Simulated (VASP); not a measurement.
# InP (F-43m) in VASP: phonons with r2SCAN

Aim: the phonons of InP with r2SCAN.

Everything below comes from runs of VASP 6.6.1. Logs are shortened: lines on timing, memory, paths and dates and some standing lists are left out, and cuts for length are marked.

### Step 1. The cell of the first run

Symmetry: F-43m, No. 216, cubic system. Conventional cell: a = 5.907 Å, b = 5.907 Å, c = 5.907 Å, α = 90.00°, β = 90.00°, γ = 90.00°. In (site symmetry -43m) has 4 P at 2.56 Å within 3.4 Å. Within 3.4 Å of P (site symmetry -43m) lie 4 In at 2.56 Å.

### Step 2. Phonons, r2SCAN

Contents of INCAR:

```
ALGO = Normal
EDIFF = 1E-8
ENCUT = 550
GGA_COMPAT = False
IBRION = 6
ISIF = 2
ISMEAR = 0
LASPH = True
LCHARG = True
LMIXTAU = True
LREAL = False
LWAVE = False
METAGGA = R2SCAN
NELM = 120
NFREE = 2
NSW = 1
POTIM = 0.015
PREC = Accurate
SIGMA = 0.01
```

Contents of KPOINTS:

```
k-points
0
Gamma
  8 8 8
```

Contents of POSCAR:

```
InP
1.0
    0.0000000000      2.9537137796      2.9537137796
    2.9537137796      0.0000000000      2.9537137796
    2.9537137796      2.9537137796      0.0000000000
In P
1 1
Direct
    0.0000000000      0.0000000000      0.0000000000
    0.7500000000      0.7500000000      0.7500000000
```

Potentials or basis: VASP PAW PBE potentials, release 64 (In_d, P).

On the command line:

```bash
$ cat potpaw_PBE.64/In_d/POTCAR potpaw_PBE.64/P/POTCAR > POTCAR
$ mpirun -np 1 vasp_std > vasp.out
```

OUTCAR:

```text
EDIFF = 1E-8
   ENCUT = 550
   IBRION = 6
   ISIF = 2
   ISMEAR = 0
   LASPH = True
   LREAL = False
   METAGGA = R2SCAN
   NELM = 120
   NFREE = 2
   NSW = 1
   POTIM = 0.015
   PREC = Accurate

 ion  position               nearest neighbor table
   1  0.000  0.000  0.000-   2 2.56   2 2.56   2 2.56   2 2.56
   2  0.750  0.750  0.750-   1 2.56   1 2.56   1 2.56   1 2.56

  LATTYP: Found a face centered cubic cell.
 ALAT       =     5.9074275592

  Lattice vectors:

 A1 = (   0.0000000000,   2.9537137796,   2.9537137796)
 A2 = (   2.9537137796,   0.0000000000,   2.9537137796)
 A3 = (   2.9537137796,   2.9537137796,   0.0000000000)

Analysis of symmetry for initial positions (statically):
=====================================================================
 Subroutine PRICEL returns:
 Original cell was already a primitive cell.

 Routine SETGRP: Setting up the symmetry group for a
 face centered cubic supercell.

 Subroutine GETGRP returns: Found 24 space group operations
 (whereof 24 operations were pure point group operations)
 out of a pool of 48 trial point group operations.

The static configuration has the point symmetry T_d .

Analysis of symmetry for dynamics (positions and initial velocities):
=====================================================================
 Subroutine PRICEL returns:
 Original cell was already a primitive cell.

 Routine SETGRP: Setting up the symmetry group for a
 face centered cubic supercell.

 Subroutine GETGRP returns: Found 24 space group operations
 (whereof 24 operations were pure point group operations)
 out of a pool of 48 trial point group operations.

The dynamic configuration has the point symmetry T_d .

 Subroutine INISYM returns: Found 24 space group operations
 (whereof 24 operations are pure point group operations),
 and found     1 'primitive' translations

----------------------------------------------------------------------------------------

                                     Primitive cell

  volume of cell :      51.5389

[... 280 lines left out ...]

 number of electron      18.0000009 magnetization

 Free energy of the ion-electron system (eV)
  ---------------------------------------------------
  ext. energy  EPLUGINS =         0.00000000
  ---------------------------------------------------
  free energy    TOTEN  =       -32.29682215 eV

  energy without entropy =      -32.29682215  energy(sigma->0) =      -32.29682215

 E-fermi :   4.8298     XC(G=0):  -9.7709

 val. band max:        4.7829558220   @ k =   0.0000   0.0000   0.0000
 cond. band min:       5.7853257273   @ k =   0.0000   0.0000   0.0000
 fundamental gap:      1.0023699054
 Fermi energy:         4.8297793117

 k-point     1 :       0.0000    0.0000    0.0000
  band No.  band energies     occupation
      1      -9.8604      2.00000
      2      -9.8575      2.00000
      3      -9.8539      2.00000
      4      -9.6905      2.00000
      5      -9.6905      2.00000
      6      -7.0806      2.00000
      7       4.7258      2.00000
      8       4.7552      2.00000
      9       4.7830      2.00000
     10       5.7853      0.00000
     11       9.1782      0.00000
     12       9.1946      0.00000
     13       9.2127      0.00000
[... 354 lines left out ...]
  band No.  band energies     occupation
      1      -9.9954      2.00000
      2      -9.8068      2.00000
      3      -9.7888      2.00000
      4      -9.6959      2.00000
      5      -9.6780      2.00000
      6      -5.0449      2.00000
      7      -0.7830      2.00000
      8       2.0778      2.00000
      9       3.1104      2.00000
     10       8.2202      0.00000
     11       9.2436      0.00000
     12      11.0299      0.00000
     13      12.3795      0.00000

 [... further k-points ...]

------------------------ aborting loop because EDIFF is reached ----------------------------------------

  FORCE on cell =-STRESS in cart. coord.  units (eV):
  Direction    XX          YY          ZZ          XY          YZ          ZX
  --------------------------------------------------------------------------------------
  -------------------------------------------------------------------------------------
  Total       -0.0400382     -0.0376150     -0.0376150      0.0000000     -0.1129719      0.0000000
  in kB       -1.2446584     -1.1693274     -1.1693274      0.0000000     -3.5119310      0.0000000
  external PRESSURE =      -1.1944377 kB  Pullay stress =       0.0000000 kB
[... 17 lines left out ...]
  FREE ENERGIE OF THE ION-ELECTRON SYSTEM (eV)
  ---------------------------------------------------
  free  energy   TOTEN  =       -32.2968221507 eV

  energy  without entropy=      -32.2968221507  energy(sigma->0) =      -32.29682215

 INTERNAL STRAIN TENSORS FROM DISPLACED ATOMS
 ============================================

 INTERNAL STRAIN TENSOR FOR ION    1 for displacements in x,y,z  (eV/Angst):
          X           Y           Z          XY          YZ          ZX
  --------------------------------------------------------------------------------
  x     0.00000     0.00000     0.00000     0.00000    -7.53360     0.00000
  y     0.00000     0.00000     0.00000     0.00000     0.00000    -7.53360
  z     0.00000     0.00000     0.00000    -7.53360     0.00000     0.00000

 INTERNAL STRAIN TENSOR FOR ION    2 for displacements in x,y,z  (eV/Angst):
          X           Y           Z          XY          YZ          ZX
  --------------------------------------------------------------------------------
  x    -0.00000    -0.00000    -0.00000     0.00000     7.53168     0.00000
  y     0.00000    -0.00000     0.00000     0.00000     0.00000     7.53168
  z    -0.00000    -0.00000    -0.00000     7.53168     0.00000     0.00000

 Eigenvectors and eigenvalues of the dynamical matrix
 ----------------------------------------------------

   1 f  =    8.841082 THz    55.550160 2PiTHz  294.906768 cm-1    36.563763 meV
             X         Y         Z           dx          dy          dz
      0.000000  0.000000  0.000000    -0.461537    0.000000    0.000000
      4.430571  4.430571  4.430571     0.887121    0.000000    0.000000
[... 21 lines left out ...]
   6 f/i=    0.006115 THz     0.038424 2PiTHz    0.203989 cm-1     0.025291 meV
             X         Y         Z           dx          dy          dz
      0.000000  0.000000  0.000000    -0.887121    0.000000    0.000000
      4.430571  4.430571  4.430571    -0.461537    0.000000    0.000000

 ELASTIC MODULI CONTR FROM IONIC RELAXATION (kBar)
 Direction    XX          YY          ZZ          XY          YZ          ZX
 --------------------------------------------------------------------------------
 XX          -0.0000     -0.0000     -0.0000      0.0000      0.0000     -0.0000
 YY          -0.0000     -0.0000     -0.0000      0.0000      0.0000      0.0000
 ZZ          -0.0000     -0.0000     -0.0000      0.0000      0.0000     -0.0000
 XY           0.0000      0.0000      0.0000   -225.8720     -0.0000      0.0000
 YZ           0.0000      0.0000      0.0000     -0.0000   -225.8720      0.0000
 ZX          -0.0000      0.0000     -0.0000      0.0000      0.0000   -225.8720
 --------------------------------------------------------------------------------
```

OSZICAR:

```text
N       E                     dE             d eps       ncg     rms          rms(c)
DAV:   1     0.913036058947E+02    0.91304E+02   -0.90564E+03   754   0.162E+03
DAV:   2    -0.268298307142E+02   -0.11813E+03   -0.11486E+03   789   0.354E+02
[... 84 lines left out ...]
DAV:  11    -0.322968221337E+02   -0.12437E-06   -0.32381E-08  2610   0.153E-03    0.358E-03
DAV:  12    -0.322968217731E+02    0.36052E-06   -0.38533E-08  2535   0.259E-03    0.770E-03
DAV:  13    -0.322968219091E+02   -0.13597E-06   -0.42666E-08  2580   0.231E-03    0.205E-02
DAV:  14    -0.322968221904E+02   -0.28134E-06   -0.15037E-07  2515   0.457E-03    0.816E-04
DAV:  15    -0.322968221418E+02    0.48612E-07   -0.20286E-08  2260   0.142E-03    0.247E-03
DAV:  16    -0.322968221507E+02   -0.88712E-08   -0.53778E-09  1305   0.720E-04
   5 F= -.32296822E+02 E0= -.32296822E+02  d E =-.331522E-14
```

It took 11 min on 1 thread of Intel Xeon Platinum 8259CL at 2.50GHz (Skylake/Cascade Lake), shared host; peak memory 0.28 GiB.

Results:

```
Highest phonon frequency at Γ, LO-TO splitting left out : 295 cm⁻¹
```

Phonon frequencies in cm⁻¹ (negative: imaginary):
```csv
q point,frequencies
"(0.000, 0.000, 0.000)",0 0 0 295 295 295
```

Caveat: the PAW data sets were made with another functional, which shifts forces and pressure a little; spin-orbit coupling is left out, which moves the levels of the heavy elements.
